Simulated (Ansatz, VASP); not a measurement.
## Ag in VASP and in Ansatz

```
Ag
1.0
     0.00000    2.07375    2.07375
     2.07375    0.00000    2.07375
     2.07375    2.07375    0.00000
Ag
1
Direct
  0.00000 0.00000 0.00000
```

Alike in both runs: functional PBE; k mesh 18 × 18 × 18; occupations gaussian, width 0.1 eV; no spin polarisation.

Ansatz relaxed the structure, and its values are those at the end. VASP's run is a single point on that final structure, the one shown.

```csv
,VASP,Ansatz
version,VASP 6.6.1,Ansatz 0.2.0
potentials or method,"VASP PAW PBE potentials, release 64 (Ag), cutoff 520 eV","scalar-relativistic, plane waves, PAW"
valence electrons in the cell,11,19
```

```csv
,VASP,Ansatz,Ansatz less VASP
gap on the k mesh at the Fermi level (eV),none,none,-
pressure (GPa),-0.1,0.0,+0.11
```

A gap of «none» marks a metal or a gap that the smearing closes. VASP's potentials hold 11 valence electrons a cell and Ansatz's 19, so a difference there can come from the potentials and not from the codes.
